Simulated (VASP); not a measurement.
# Te3Pb: single point with PBE

Crystal: Te3Pb.

```
Te Pb
1.0
     7.17217    0.00000    0.00000
    -3.58608    6.21128    0.00000
     0.00000    0.00000    5.62776
Te Pb
6 2
Direct
  0.16973 0.33946 0.25000
  0.66054 0.83027 0.25000
  0.16973 0.83027 0.25000
  0.83027 0.66054 0.75000
  0.33946 0.16973 0.75000
  0.83027 0.16973 0.75000
  0.33333 0.66667 0.75000
  0.66667 0.33333 0.25000
```

```
Program             : VASP 6.6.1
Task                : single point
Functional          : PBE
Potentials or basis : VASP PAW PBE potentials, release 64 (Te, Pb_d)
Cutoff              : 520 eV
k mesh              : 3 × 3 × 4
Occupations         : gaussian, width 0.1 eV
Spin                : no spin polarisation
```

The pressure is -2.0 GPa, the largest force is 0.158 eV/Å and the band gap on the k mesh is zero (band 32 reaches 7.29 eV, above the bottom of band 33 at 5.88 eV).

Forces on the atoms (eV/Å):
```
Te   0.000  0.158  0.000
Te  -0.137 -0.079  0.000
Te   0.137 -0.079  0.000
Te   0.000 -0.158  0.000
Te   0.137  0.079  0.000
Te  -0.137  0.079  0.000
Pb   0.000  0.000  0.000
Pb   0.000  0.000  0.000
```

Stress tensor (GPa, compression positive):
```
-1.73  0.00  0.00
 0.00 -1.73  0.00
 0.00  0.00 -2.60
```

Levels at points of the mesh, in eV from the Fermi level:
| k point | band 30 | band 31 | band 32 | band 33 | band 34 | band 35 |
| --- | --- | --- | --- | --- | --- | --- |
| (0.00, 0.00, 0.00) | -0.77 | -0.77 | -0.09 | -0.09 | 0.98 | 1.13 |
| (0.00, 0.00, 0.50) | 0.09 | 0.09 | 0.09 | 0.74 | 0.74 | 0.74 |

It took 4.4 min on 1 thread of AMD EPYC 7R13, on a shared host, peak memory 0.34 GiB.

Caveat: spin-orbit coupling is left out, which moves the levels of the heavy elements.
